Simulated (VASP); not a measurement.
A run of VASP 6.6.1 is set up as follows.

Contents of INCAR:

```
  PREC = Accurate
  ENCUT = 520
  EDIFF = 1E-6
  ISMEAR = 0
  SIGMA = 0.1
  LREAL = F
  LASPH = T
  NELM = 80
  ALGO = Normal
  ISIF = 2
  LWAVE = F
  LCHARG = F
  LDIPOL = T
  IDIPOL = 3
  DIPOL = 0.5 0.5 0.343
  GGA = PE
  NBANDS = 87
```

KPOINTS

```
regular mesh
0
Gamma
  5 6 1
```

The input POSCAR:

```
Ti12S
1.0
    5.8763264169      0.0000000000      0.0000000000
    0.0000000000      4.6504654180      0.0000000000
    0.0000000000      0.0000000000     21.2842241737
Ti S
12 1
Direct
    0.0000000000      0.7500000000      0.1879326194
    0.5000000000      0.7500000000      0.1879326194
    0.2500000000      0.2500000000      0.2277825407
    0.7500000000      0.2500000000      0.2277825407
    0.2500000000      0.7500000000      0.3074823835
    0.7500000000      0.7500000000      0.3074823835
    0.0000000000      0.2500000000      0.3461291986
    0.5000000000      0.2500000000      0.3461291986
    0.0000000000      0.7500000000      0.4220680061
    0.5000000000      0.7500000000      0.4220680061
    0.2500000000      0.2500000000      0.4596937193
    0.7500000000      0.2500000000      0.4596937193
    0.2500000000      0.2500000000      0.5599430588
```

Potentials or basis: VASP PAW PBE potentials, release 64 (Ti_sv, S).

Launch:

```sh
$ cat potpaw_PBE.64/Ti_sv/POTCAR potpaw_PBE.64/S/POTCAR > POTCAR
$ mpirun -np 1 vasp_std > vasp.out
```

Question: Predict the band gap on the k mesh.

Answer: Zero (bands 75 and 76 overlap by 0.24 eV).

Question: Estimate the largest force.

Answer: 1.074 eV/Å.

Forces in eV/Å, atoms in the order of the input:
```
Ti  -0.024  0.000  0.298
Ti   0.024  0.000  0.298
Ti   0.000  0.000  0.082
Ti   0.000  0.000  0.071
Ti   0.000  0.000 -0.211
Ti   0.000  0.000 -0.440
Ti  -0.103  0.000 -0.139
Ti   0.103  0.000 -0.139
Ti  -0.130  0.000 -0.139
Ti   0.130  0.000 -0.139
Ti   0.000  0.000 -0.605
Ti   0.000  0.000  1.074
S    0.000  0.000 -0.009
```
